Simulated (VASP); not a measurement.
# Rh (Im-3m) in VASP: further runs, part 2 of 2

VASP 6.6.1. Earlier steps stand in the parts before.

**4. Relaxation of cell and atoms, LDA**

INCAR reads:

```
ALGO = Normal
EDIFF = 1E-7
EDIFFG = -0.03
ENCUT = 500
GGA = CA
GGA_COMPAT = False
IBRION = 2
ISIF = 3
ISMEAR = 0
LASPH = True
LCHARG = False
LREAL = False
LWAVE = False
NELM = 120
NELMIN = 4
NSW = 80
PREC = Accurate
SIGMA = 0.05
```

KPOINTS reads:

```
k-points
0
Gamma
  8 8 8
```

POSCAR reads:

```
Rh
1.0
    1.5031816336      1.5031816336      1.5031816336
   -1.5031816336      1.5031816336      1.5031816336
   -1.5031816336     -1.5031816336      1.5031816336
Rh
1
Direct
    0.0000000000      0.0000000000      0.0000000000
```

Potentials or basis: VASP PAW LDA potentials, release 64 (Rh_pv).

Run with:

```
$ cat potpaw_LDA.64/Rh_pv/POTCAR > POTCAR
$ mpirun -np 1 vasp_std > vasp.out
```

OUTCAR:

```text
EDIFF = 1E-7
   EDIFFG = -0.03
   ENCUT = 500
   GGA = CA
   IBRION = 2
   ISIF = 3
   ISMEAR = 0
   LASPH = True
   LREAL = False
   NELM = 120
   NELMIN = 4
   NSW = 80
   PREC = Accurate

 ion  position               nearest neighbor table
   1  0.000  0.000  0.000-

  LATTYP: Found a body centered cubic cell.
 ALAT       =     3.0063632672

  Lattice vectors:

 A1 = (   1.5031816336,  -1.5031816336,  -1.5031816336)
 A2 = (   1.5031816336,   1.5031816336,   1.5031816336)
 A3 = (  -1.5031816336,  -1.5031816336,   1.5031816336)

Analysis of symmetry for initial positions (statically):
=====================================================================
 Subroutine PRICEL returns:
 Original cell was already a primitive cell.

 Routine SETGRP: Setting up the symmetry group for a
 body centered cubic supercell.

 Subroutine GETGRP returns: Found 48 space group operations
[... 249 lines left out ...]
 Fermi energy:        11.6692373131

 k-point     1 :       0.0000    0.0000    0.0000
  band No.  band energies     occupation
      1     -34.1507      2.00000
      2     -34.1507      2.00000
      3     -34.1507      2.00000
      4       3.7802      2.00000
      5       8.6382      2.00000
      6       8.6382      2.00000
      7       8.6382      2.00000
      8      11.2341      2.00000
      9      11.2341      2.00000
     10      30.1463      0.00000
     11      30.1463      0.00000
[... 309 lines left out ...]
 k-point    24 :       0.5000    0.2500    0.2500
  band No.  band energies     occupation
      1     -34.8258      2.00000
      2     -34.5656      2.00000
      3     -34.4374      2.00000
      4       6.5160      2.00000
      5       7.4144      2.00000
      6       9.2939      2.00000
      7      10.3398      2.00000
      8      13.1036      0.00000
      9      18.3158      0.00000
     10      21.0524      0.00000
     11      25.9056      0.00000

 [... further k-points ...]
[... 5 lines left out ...]
  --------------------------------------------------------------------------------------
  -------------------------------------------------------------------------------------
  Total        0.0000798      0.0000798      0.0000798     -0.0000000     -0.0000000      0.0000000
  in kB        0.0093780      0.0093780      0.0093780     -0.0000000     -0.0000000      0.0000000
  external PRESSURE =       0.0093780 kB  Pullay stress =       0.0000000 kB
[... 16 lines left out ...]
  FREE ENERGIE OF THE ION-ELECTRON SYSTEM (eV)
  ---------------------------------------------------
  free  energy   TOTEN  =        -8.2778211040 eV

  energy  without entropy=       -8.2740417570  energy(sigma->0) =       -8.27593143

 reached required accuracy - stopping structural energy minimisation
```

OSZICAR:

```text
N       E                     dE             d eps       ncg     rms          rms(c)
DAV:   1     0.113610835113E+03    0.11361E+03   -0.92418E+03   646   0.141E+03
DAV:   2    -0.726637233761E+01   -0.12088E+03   -0.11669E+03   665   0.385E+02
DAV:   3    -0.872861271882E+01   -0.14622E+01   -0.14474E+01   716   0.481E+01
[... 21 lines left out ...]
DAV:   3    -0.827780949814E+01    0.24013E-03   -0.68887E-04   671   0.365E-01    0.906E-02
DAV:   4    -0.827782178034E+01   -0.12282E-04   -0.12537E-04   650   0.140E-01    0.561E-03
DAV:   5    -0.827782154350E+01    0.23684E-06   -0.19844E-06   701   0.210E-02    0.330E-03
DAV:   6    -0.827782110535E+01    0.43815E-06   -0.17044E-07   436   0.657E-03    0.300E-04
DAV:   7    -0.827782110403E+01    0.13188E-08   -0.71770E-09   319   0.126E-03
   3 F= -.82778211E+01 E0= -.82759314E+01  d E =-.118632E-03
```

It took 9.2 s on 1 thread of Intel Xeon Platinum 8488C (Sapphire Rapids), shared host; peak memory 0.12 GiB.

Results:

| Property | Result |
| --- | --- |
| Free energy | -8.2778 eV |
| Relaxed volume | 13.63 Å³/atom |
| Relaxed cell | a = 2.606 Å, b = 2.606 Å, c = 2.606 Å, α = 70.53°, β = 109.47°, γ = 70.53° |
| Space group after relaxing (to 0.1 Å) | Im-3m (No. 229) |
| Energy gained by relaxing | 0.1 meV/atom |
| Ionic steps | 3 |
| Pressure after relaxing | 0.0 GPa |
| Band gap on the k mesh | zero (an odd number of electrons rules out a gap without spin polarisation) |

Step by step:
```
step  energy change (eV)  largest force (eV/Å)  pressure (GPa)  volume (Å³)
   1              0.0000                0.0000            0.89        13.59
   2              0.0006                0.0000           -2.20        13.74
   3             -0.0001                0.0000            0.00        13.63
```

Final structure:
```yaml
crystal:
  lattice:
    - [1.50474, 1.50474, 1.50474]
    - [-1.50474, 1.50474, 1.50474]
    - [-1.50474, -1.50474, 1.50474]
  atoms:
    - { symbol: Rh, position: [0.00000, 0.00000, 0.00000] }
```

Levels at points of the mesh, in eV from the Fermi level:
| k point | band 5 | band 6 | band 7 | band 8 | band 9 | band 10 |
| --- | --- | --- | --- | --- | --- | --- |
| (0.00, 0.00, 0.00) | -3.03 | -3.03 | -3.03 | -0.44 | -0.44 | 18.48 |
| (0.50, 0.00, 0.00) | -4.61 | -0.51 | -0.06 | 1.30 | 1.71 | 9.63 |
| (0.50, 0.50, 0.50) | -6.06 | 1.17 | 1.17 | 1.17 | 9.54 | 9.54 |

Caveat: the k points lie up to 0.37 Å⁻¹ apart in the final cell, too coarse for converged energies and pressures of a metal.

**5. Relaxation of cell and atoms, LDA**

This run uses another cell than the first one, of 13.64 Å³/atom.

INCAR reads:

```
PREC = Accurate ; ENCUT = 500
EDIFF = 1E-7 ; ISMEAR = 0
SIGMA = 0.05 ; LREAL = False
LASPH = True ; NELM = 120
ALGO = Normal ; ISIF = 3
LWAVE = False ; LCHARG = False
IBRION = 2 ; NSW = 80
EDIFFG = -0.03 ; GGA_COMPAT = False
NELMIN = 4
```

KPOINTS reads:

```
Automatic mesh
0
Gamma
  8 8 8
```

POSCAR reads:

```
Rh
1.0
    1.5050000000      1.5050000000      1.5050000000
   -1.5050000000      1.5050000000      1.5050000000
   -1.5050000000     -1.5050000000      1.5050000000
Rh
1
Direct
    0.0000000000      0.0000000000      0.0000000000
```

Run with:

```
$ cat potpaw_LDA.64/Rh_pv/POTCAR > POTCAR
$ mpirun -np 1 vasp_std > vasp.out
```

Wall time 4.3 s (1 thread of Intel Xeon Platinum 8488C (Sapphire Rapids), shared host); peak memory 0.12 GiB.

The run converged. Its results:

| Property | Result |
| --- | --- |
| Free energy | -8.2778 eV |
| Pressure after relaxing | -0.2 GPa |
| Band gap on the k mesh | zero (an odd number of electrons rules out a gap without spin polarisation) |

Final structure:
```
Rh
1.0
     1.50500    1.50500    1.50500
    -1.50500    1.50500    1.50500
    -1.50500   -1.50500    1.50500
Rh
1
Direct
  0.00000 0.00000 0.00000
```

Levels at points of the mesh, in eV from the Fermi level:
```tsv
k point	band 5	band 6	band 7	band 8	band 9	band 10
(0.00, 0.00, 0.00)	-3.03	-3.03	-3.03	-0.43	-0.43	18.48
(0.50, 0.00, 0.00)	-4.61	-0.51	-0.06	1.30	1.71	9.62
(0.50, 0.50, 0.50)	-6.05	1.17	1.17	1.17	9.54	9.54
```

Caveat: the k points lie up to 0.37 Å⁻¹ apart in the final cell, too coarse for converged energies and pressures of a metal; the relaxation stopped at its first step, so nothing moved.

**6. Summary**

| task | cell | gap on the mesh (eV) | pressure (GPa) |
| --- | --- | --- | --- |
| single point | a = 2.604 Å, angles 70.5, 109.5, 70.5°, 1 atom | none | 0.9 |
| relaxation of cell and atoms | relaxed from a = 2.604 Å, angles 70.5, 109.5, 70.5°, 1 atom | none | 0.0 |
| relaxation of cell and atoms | relaxed from a = 2.607 Å, angles 70.5, 109.5, 70.5°, 1 atom | none | -0.2 |

Alike in all rows: level LDA; potentials or basis VASP PAW LDA potentials, release 64 (Rh_pv); no spin polarisation; k mesh 8 × 8 × 8; cutoff (eV) 500; smearing gaussian 0.05 eV.

Caveats: all runs use coarse meshes; the relaxation stopped at its first step, so nothing moved (at least some runs).

Absolute energies hang on the potentials; compare differences alone.
